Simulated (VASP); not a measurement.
Wanted: the native input for a VASP 6.6.1 run.

```yaml
Task: single point
Functional: PBE
Potentials_or_basis: VASP PAW PBE potentials, release 64 (Al)
Cutoff: 520 eV
k_mesh: 20 × 20 × 12
Occupations: gaussian, width 0.15 eV
Spin: no spin polarisation
Dipole_correction: no
Further_INCAR_settings: ALGO = Fast; EDIFF = 1e-06; NBANDS = 10
```

The structure of Al lies in POSCAR:

```
Al
1.0
   -1.6175102401      1.6175102401      1.6175102401
    1.6175102401     -1.6175102401      1.6175102401
    3.2350204801      3.2350204801      0.0000000000
Al
2
Direct
    0.0786940091     -0.1167154067      0.0000000000
    0.4213059909      0.6167154067      0.5000000000
```

This cell differs from its parent crystal: mode 1 frozen in at -0.447 Å and mode 5 at -0.061 Å (largest displacements).

One way to write it, as run:

INCAR

```
SYSTEM = Al
PREC = Accurate ; ENCUT = 520
EDIFF = 1E-6 ; ISMEAR = 0
SIGMA = 0.15 ; LREAL = .FALSE.
LASPH = .TRUE. ; NELM = 60
ALGO = Fast ; ISIF = 2
LWAVE = .FALSE. ; LCHARG = .FALSE.
GGA = PE ; NBANDS = 10
```

KPOINTS

```
regular mesh
0
G
  20 20 12
  0 0 0
```

Potentials or basis: VASP PAW PBE potentials, release 64 (Al).

Command:

```console
$ cat potpaw_PBE.64/Al/POTCAR > POTCAR
$ mpirun -np 1 vasp_std > vasp.out
```

It gave:

- Pressure: 1.5 GPa
- Largest force: 0.342 eV/Å
- Band gap on the k mesh: zero (band 3 reaches 12.64 eV, above the bottom of band 4 at 3.98 eV)

Caveat: the cell differs from its parent crystal (mode 1 frozen in at -0.447 Å and mode 5 at -0.061 Å (largest displacements)).

Wall time 110 s on 1 thread of Intel(R) Xeon(R) 6975P-C (Granite Rapids) (shared host), peak memory 0.46 GiB.
